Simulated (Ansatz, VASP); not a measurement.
**MgTe: VASP beside Ansatz**

```
Mg Te
1.0
     4.61804    0.00000    0.00000
    -2.30902    3.99934    0.00000
     0.00000    0.00000    7.41490
Mg Te
2 2
Cartesian
  0.0000 2.6662 0.0309
  2.3090 1.3331 3.7384
  0.0000 2.6662 2.8238
  2.3090 1.3331 6.5313
```

Alike in both runs: task single point; functional PBE; k mesh 4 × 4 × 2; occupations fermi-dirac, width 0.01 eV; no spin polarisation.

|  | VASP | Ansatz |
| --- | --- | --- |
| version | VASP 6.6.1 | Ansatz 0.2.0 |
| potentials or method | VASP PAW PBE potentials, release 64 (Mg, Te), cutoff 600 eV | plane waves, PAW |
| valence electrons in the cell | 16 | 52 |

```csv
,VASP,Ansatz,Ansatz less VASP
pressure (GPa),0.3,0.3,+0.01
"traceless stress, the component that is largest in VASP (GPa)",0.44,0.43,-0.005
rms of the force components (eV/Å),0.041,0.042,+0.0001
```

Atom by atom the forces differ by 0.000 eV/Å (rms over components). VASP's potentials hold 16 valence electrons a cell and Ansatz's 52, so a difference there can come from the potentials and not from the codes.

The k mesh is coarse, so the values compare programs but aren't converged. Spin-orbit coupling is off throughout.
